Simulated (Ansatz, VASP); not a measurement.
Two plane-wave programs on Sc

```
CELL_PARAMETERS angstrom
0.00000 2.32726 2.15698
2.32726 0.00000 2.15698
2.32726 2.32726 0.00000
ATOMIC_POSITIONS crystal
Sc 0.00000 0.00000 0.00000
```

Change from the starting cell: strain +0.025 along x and y, -0.050 along z, atoms carried along.

Alike in both runs: task single point; functional r2SCAN; k mesh 18 × 18 × 18; occupations gaussian, width 0.15 eV; no spin polarisation.

|  | VASP | Ansatz |
| --- | --- | --- |
| version | VASP 6.6.1 | Ansatz 0.2.0 |
| potentials or method | VASP PAW PBE potentials, release 64 (Sc_sv), cutoff 520 eV | scalar-relativistic, plane waves, PAW |
| valence electrons in the cell | 11 | 11 |

Ansatz gave:

| Quantity | Value |
| --- | --- |
| gap on the k mesh at the Fermi level (eV) | none |
| pressure (GPa) | 4.1 |
| traceless stress, the component that is largest in VASP (GPa) | 0.56 |

**Question.** Which values does VASP return?

**Answer.** gap on the k mesh at the Fermi level (eV): none; pressure (GPa): 4.4; traceless stress, the component that is largest in VASP (GPa): 0.57.

VASP's potentials were made for PBE, not for r2SCAN. A gap of «none» marks a metal or a gap that the smearing closes. The functional is the same, so the differences come from potentials, cutoffs and numerics.
